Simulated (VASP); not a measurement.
# Be3S3O2 (P1) in VASP: single point with revPBE

Aim: the single point of Be3S3O2 with revPBE.

Everything below comes from runs of VASP 6.6.1. Logs are shortened: lines on timing, memory, paths and dates and some standing lists are left out, and cuts for length are marked.

## 1. The cell of the first run

The typed cell holds 16 atoms: a = 3.355 Å, b = 3.332 Å, c = 17.807 Å, α = 83.75°, β = 84.67°, γ = 89.55°.

## 2. Single point, revPBE

File INCAR:

```
  PREC = Accurate
  ENCUT = 600
  EDIFF = 1E-6
  ISMEAR = 0
  SIGMA = 0.0769
  LREAL = F
  LASPH = T
  NELM = 120
  ALGO = Normal
  ISIF = 2
  LWAVE = F
  LCHARG = F
  GGA = RE
  NBANDS = 50
  GGA_COMPAT = F
```

File KPOINTS:

```
Automatic mesh
0
Gamma
  5 5 1
```

File POSCAR:

```
Be3S3O2
1.0
    0.0131050000      3.3552020000      0.0033970000
    3.3318610000      0.0131050000     -0.0246540000
    1.8007630000      1.6664790000    -17.6368650000
Be S O
6 6 4
Direct
    0.0837450000      0.0755300000      0.8816210000
    0.9410080000      0.9438750000      0.1091240000
    0.1933280000      0.2623220000      0.5849250000
    0.8078860000      0.7660950000      0.4263660000
    0.3959220000      0.4163080000      0.2354850000
    0.6134530000      0.6197610000      0.7698720000
    0.2161940000      0.1279340000      0.7029190000
    0.8207620000      0.8754570000      0.2900730000
    0.2836600000      0.3412630000      0.4210020000
    0.6803210000      0.6559570000      0.5858000000
    0.4627840000      0.4965750000      0.0531980000
    0.5505820000      0.5469990000      0.9628720000
    0.5698360000      0.0883600000      0.8254520000
    0.1021790000      0.5911730000      0.8314260000
    0.3833500000      0.8906220000      0.1691250000
    0.8664500000      0.4701620000      0.1686800000
```

Potentials or basis: VASP PAW PBE potentials, release 64 (Be, S, O).

The run is started by

```console
cat potpaw_PBE.64/Be/POTCAR potpaw_PBE.64/S/POTCAR potpaw_PBE.64/O/POTCAR > POTCAR
mpirun -np 1 vasp_std > vasp.out
```

OUTCAR:

```text
PREC = Accurate
   ENCUT = 600
   EDIFF = 1E-6
   ISMEAR = 0
   LREAL = F
   LASPH = T
   NELM = 120
   ISIF = 2
   GGA = RE

 ion  position               nearest neighbor table
   1  0.084  0.076  0.882-  13 1.83  14 1.85  14 1.93  13 2.07
   2  0.941  0.944  0.109-  16 1.81  15 1.90  15 2.07  16 2.15  11 2.50  11 2.54
   3  0.193  0.262  0.585-  10 2.11   7 2.11  10 2.16  10 2.59
   4  0.808  0.766  0.426-   9 2.13   9 2.28   8 2.41   9 2.49
   5  0.396  0.416  0.235-  15 1.87  16 1.88   8 2.44   8 2.46
   6  0.613  0.620  0.770-  13 1.93  13 1.94  14 1.95  14 2.05   7 2.43   7 2.58
   7  0.216  0.128  0.703-   3 2.11   6 2.43   6 2.58
   8  0.821  0.875  0.290-   4 2.41   5 2.44   5 2.46
   9  0.284  0.341  0.421-   4 2.13   4 2.28   4 2.49
  10  0.680  0.656  0.586-   3 2.11   3 2.16   3 2.59
  11  0.463  0.497  0.053-  12 1.60   2 2.50   2 2.54
  12  0.551  0.547  0.963-  11 1.60
  13  0.570  0.088  0.825-   1 1.83   6 1.93   6 1.94   1 2.07
  14  0.102  0.591  0.831-   1 1.85   1 1.93   6 1.95   6 2.05
  15  0.383  0.891  0.169-   5 1.87   2 1.90   2 2.07
  16  0.866  0.470  0.169-   2 1.81   5 1.88   2 2.15

  LATTYP: Found a triclinic cell.
 ALAT       =    18.3964153524
 B/A-ratio  =     0.1823849510
 C/A-ratio  =     0.1811210456
 COS(alpha) =     0.0078312821
 COS(beta)  =     0.0786444753
 COS(gamma) =     0.2761902082

  Lattice vectors:

 A1 = (  -1.5573080000,  -5.0570300000, -17.6190050000)
 A2 = (  -0.0131050000,  -3.3552020000,  -0.0033970000)
 A3 = (  -3.3318610000,  -0.0131050000,   0.0246540000)

Analysis of symmetry for initial positions (statically):
=====================================================================
 Subroutine PRICEL returns:
 Original cell was already a primitive cell.

 Routine SETGRP: Setting up the symmetry group for a
 triclinic supercell.

 Subroutine GETGRP returns: Found  1 space group operations
 (whereof  1 operations were pure point group operations)
 out of a pool of  2 trial point group operations.

The static configuration has the point symmetry C_1 .

Analysis of symmetry for dynamics (positions and initial velocities):
=====================================================================
 Subroutine PRICEL returns:
 Original cell was already a primitive cell.

 Routine SETGRP: Setting up the symmetry group for a
 triclinic supercell.

 Subroutine GETGRP returns: Found  1 space group operations
 (whereof  1 operations were pure point group operations)
 out of a pool of  2 trial point group operations.

The dynamic configuration has the point symmetry C_1 .

 Subroutine INISYM returns: Found  1 space group operations
 (whereof  1 operations are pure point group operations),
 and found     1 'primitive' translations

----------------------------------------------------------------------------------------

                                     Primitive cell

  volume of cell :     197.0310

  direct lattice vectors                    reciprocal lattice vectors
     0.013105000  3.355202000  0.003397000    -0.000964547  0.298020005  0.028060948
     3.331861000  0.013105000 -0.024654000     0.300363388 -0.001204117  0.030553992
     1.800763000  1.666479000-17.636865000    -0.000420054  0.000059084 -0.056736725

  length of vectors
     3.355229313  3.331977984 17.806709597     0.299339724  0.301915818  0.056738310

  position of ions in fractional coordinates (direct lattice)
     0.083745000  0.075530000  0.881621000
     0.941008000  0.943875000  0.109124000
     0.193328000  0.262322000  0.584925000
     0.807886000  0.766095000  0.426366000
     0.395922000  0.416308000  0.235485000
     0.613453000  0.619761000  0.769872000
[... 8 lines left out ...]
     0.383350000  0.890622000  0.169125000
     0.866450000  0.470162000  0.168680000

  ion indices of the primitive-cell ions
   primitive index   ion index
                 1           1
                 2           2
                 3           3
                 4           4
                 5           5
                 6           6
[... 8 lines left out ...]
                15          15
                16          16

----------------------------------------------------------------------------------------

 KPOINTS: Automatic mesh

Automatic generation of k-mesh.
 Grid dimensions read from file:
 generate k-points for:    5    5    1

 Generating k-lattice:

  Cartesian coordinates                     Fractional coordinates (reciprocal lattice)
    -0.000192909  0.059604001  0.005612190     0.200000000 -0.000000000 -0.000000000
     0.060072678 -0.000240823  0.006110798     0.000000000  0.200000000  0.000000000
    -0.000420054  0.000059084 -0.056736725     0.000000000  0.000000000  1.000000000

  Length of vectors
     0.059867945  0.060383164  0.056738310

  Shift w.r.t. Gamma in fractional coordinates (k-lattice)
     0.000000000  0.000000000  0.000000000

 Subroutine IBZKPT returns following result:
 ===========================================

 Found     13 irreducible k-points:

 Following reciprocal coordinates:
            Coordinates               Weight
  0.000000  0.000000  0.000000      1.000000
  0.200000  0.000000 -0.000000      2.000000
  0.400000  0.000000  0.000000      2.000000
  0.000000  0.200000  0.000000      2.000000
  0.200000  0.200000  0.000000      2.000000
  0.400000  0.200000 -0.000000      2.000000
 -0.400000  0.200000  0.000000      2.000000
 -0.200000  0.200000  0.000000      2.000000
  0.000000  0.400000  0.000000      2.000000
  0.200000  0.400000  0.000000      2.000000
  0.400000  0.400000  0.000000      2.000000
 -0.400000  0.400000  0.000000      2.000000
 -0.200000  0.400000  0.000000      2.000000
   k-points           NKPTS =     13   k-points in BZ     NKDIM =     13   number of bands    NBANDS=     50
   number of dos      NEDOS =    301   number of ions     NIONS =     16
   total plane-waves  NPLWV = 112896
   dimension x,y,z NGX =    28 NGY =   28 NGZ =  144
   dimension x,y,z NGXF=    56 NGYF=   56 NGZF=  288
   ions per type =               6   6   4
   NGX,Y,Z   is equivalent  to a cutoff of  13.87, 13.97, 13.44 a.u.
   NGXF,Y,Z  is equivalent  to a cutoff of  27.75, 27.94, 26.89 a.u.
 SYSTEM =  unknown system
   PREC   = accura    normal or accurate (medium, high low for compatibility)
   ISTART =      0    job   : 0-new  1-cont  2-samecut
   ICHARG =      2    charge: 1-file 2-atom 10-const
   ISPIN  =      1    spin polarized calculation?
   LNONCOLLINEAR =      F non collinear calculations
   LSORBIT =      F    spin-orbit coupling
   LASPH  =      T    aspherical Exc in radial PAW
   ENCUT  =  600.0 eV  44.10 Ry    6.64 a.u.   6.70  6.65 35.56*2*pi/ulx,y,z
   NELM   =    120;   NELMIN=  2; NELMDL= -5     # of ELM steps
   EDIFF  = 0.1E-05   stopping-criterion for ELM
   LREAL  =      F    real-space projection
   EDIFFG = 0.1E-04   stopping-criterion for IOM
   NSW    =      0    number of steps for IOM
   IBRION =     -1    ionic relax: 0-MD 1-quasi-New 2-CG
   NFREE  =      0    steps in history (QN), initial steepest desc. (CG)
   ISIF   =      2    stress and relaxation
   ISYM   =      2    0-nonsym 1-usesym 2-fastsym
   POTIM  = 0.5000    time-step for ionic-motion
   TEBEG  =    0.0;   TEEND  =   0.0 temperature during run
   PSTRESS=    0.0 pullay stress
   NELECT =      72.0000    total number of electrons
   NUPDOWN=      -1.0000    fix difference up-down
   EMIN   =  10.00;   EMAX   =-10.00  energy-range for DOS
   EFERMI =   0.00;   METHOD = LEGACY
   ISMEAR =     0;   SIGMA  =   0.08  broadening in eV -4-tet -1-fermi 0-gaus
   EFERMI_NEDOS =   21; number of points for ismear=-14 and -15
   IALGO  =     38    algorithm
   IMIX   =      4    mixing-type and parameters
     AMIX     =   0.40;   BMIX     =  1.00
     AMIX_MAG =   1.60;   BMIX_MAG =  1.00
  volume/ion in A,a.u.               =      12.31        83.10
  Fermi-wavevector in a.u.,A,eV,Ry     =   1.170417  2.211768 18.638309  1.369877
  Thomas-Fermi vector in A             =   2.306876
   LORBIT       =      0    0 simple, 1 ext, 2 COOP (PROOUT), +10 PAW based schemes
   GGA     = RE    functional components
   LHFCALC =     F    Hartree Fock is set to
   AEXX    =    0.0000 exact exchange contribution
   IVDW    =     0    specifies the selected vdW correction
   LEPSILON=     F    determine dielectric tensor
   LRPA    =     F    only Hartree local field effects (RPA)
 non-spin polarized calculation
 Gauss-broadening in eV      SIGMA  =   0.08
  energy-cutoff  :      600.00
  volume of cell :      197.03
 maximum number of plane-waves:      6609
   NGX = 13   NGY = 13   NGZ = 71

 number of electron      72.0000001 magnetization

 Free energy of the ion-electron system (eV)
  ---------------------------------------------------
  ext. energy  EPLUGINS =         0.00000000
  ---------------------------------------------------
  free energy    TOTEN  =       -63.19587590 eV

  energy without entropy =      -63.15932245  energy(sigma->0) =      -63.17759918

 E-fermi :   5.0869     XC(G=0): -10.2570

 val. band max:        5.0741323758   @ k =   0.0000   0.0000   0.0000
 cond. band min:       5.0959575505   @ k =   0.4000   0.4000   0.0000
 fundamental gap:      0.0218251746
 Fermi energy:         5.0868748857

 k-point     1 :       0.0000    0.0000    0.0000
  band No.  band energies     occupation
      1     -14.7815      2.00000
      2     -14.0944      2.00000
      3     -13.8437      2.00000
      4     -10.7441      2.00000
      5     -10.6433      2.00000
      6      -8.8737      2.00000
[... 40 lines left out ...]
     47      10.1877      0.00000
     48      10.9658      0.00000

 k-point     2 :       0.2000    0.0000   -0.0000
  band No.  band energies     occupation
      1     -14.5967      2.00000
      2     -13.8556      2.00000
      3     -13.6176      2.00000
      4     -11.1428      2.00000
      5     -10.9902      2.00000
      6      -8.5572      2.00000
[... 553 lines left out ...]
 k-point    13 :      -0.2000    0.4000    0.0000
  band No.  band energies     occupation
      1     -14.1378      2.00000
      2     -13.2295      2.00000
      3     -12.7599      2.00000
      4     -11.9554      2.00000
      5     -11.8262      2.00000
      6      -7.4251      2.00000
[... 40 lines left out ...]
     47      11.1308      0.00000
     48      11.2972      0.00000
 [bands above 48 left out]

------------------------ aborting loop because EDIFF is reached ----------------------------------------

  FORCE on cell =-STRESS in cart. coord.  units (eV):
  Direction    XX          YY          ZZ          XY          YZ          ZX
  --------------------------------------------------------------------------------------
  -------------------------------------------------------------------------------------
  Total       -9.9144181     -7.0502524     34.4440396      0.8706683      1.6434358     -2.2257196
  in kB      -80.6200749    -57.3298270    280.0851282      7.0799257     13.3637614    -18.0986601
  external PRESSURE =      47.3784088 kB  Pullay stress =       0.0000000 kB

 VOLUME and BASIS-vectors are now :
 -----------------------------------------------------------------------------
  energy-cutoff  :      600.00
  volume of cell :      197.03
      direct lattice vectors                 reciprocal lattice vectors
     0.013105000  3.355202000  0.003397000    -0.000964547  0.298020005  0.028060948
     3.331861000  0.013105000 -0.024654000     0.300363388 -0.001204117  0.030553992
     1.800763000  1.666479000-17.636865000    -0.000420054  0.000059084 -0.056736725

 POSITION                                       TOTAL-FORCE (eV/Angst)
 -----------------------------------------------------------------------------------
      1.84034      1.75117    -15.55061        -0.077430      0.183664      4.079440
      3.35370      3.35149     -1.94468        -0.408376      0.331913     -4.452644
      1.92987      1.62686    -10.32205         0.120207     -0.070676     -0.162396
      3.33089      3.43119     -7.53590        -0.166454     -0.139944      0.607622
      1.81632      1.72628     -4.16214         0.415626      0.653804      2.147290
      3.45935      3.34936    -13.59132         0.141379     -0.460919     -2.744328
[... 8 lines left out ...]
      3.27701      1.57973     -3.00349         1.197277     -0.556016      0.391025
      1.88162      3.19438     -2.98363        -1.195968     -0.116161      0.818406
 -----------------------------------------------------------------------------------
    total drift:                               -0.000272      0.000124      0.001279

  FREE ENERGIE OF THE ION-ELECTRON SYSTEM (eV)
  ---------------------------------------------------
  free  energy   TOTEN  =       -63.1958759029 eV

  energy  without entropy=      -63.1593224520  energy(sigma->0) =      -63.17759918
```

Run time: 4 min. Hardware: 1 thread of Intel Xeon Platinum 8375C at 2.90GHz (Ice Lake), shared host; peak memory 0.4 GiB.

Results:

- Free energy: -63.1959 eV
- Pressure: 4.7 GPa
- Largest force: 20.518 eV/Å
- Band gap on the k mesh: zero (band 36 reaches 5.24 eV, above the bottom of band 37 at 4.89 eV)

Forces in eV/Å, atoms in the order of the input:
```
Be   -0.077   0.184   4.079
Be   -0.408   0.332  -4.453
Be    0.120  -0.071  -0.162
Be   -0.166  -0.140   0.608
Be    0.416   0.654   2.147
Be    0.141  -0.461  -2.744
S    -0.324   0.028   1.437
S     0.259  -0.156  -1.983
S    -0.046   0.092  -1.073
S     0.101   0.251   1.510
S    -0.358  -1.943 -19.001
S     0.220   1.850  20.433
O     0.435   0.909  -0.849
O    -0.313  -0.857  -1.156
O     1.197  -0.556   0.391
O    -1.196  -0.116   0.818
```

Stress tensor (GPa, compression positive):
```
-8.06  0.71 -1.81
 0.71 -5.73  1.34
-1.81  1.34 28.01
```

Caveat: the k points lie up to 0.38 Å⁻¹ apart; the PAW data sets were made with another functional, which shifts forces and pressure a little.
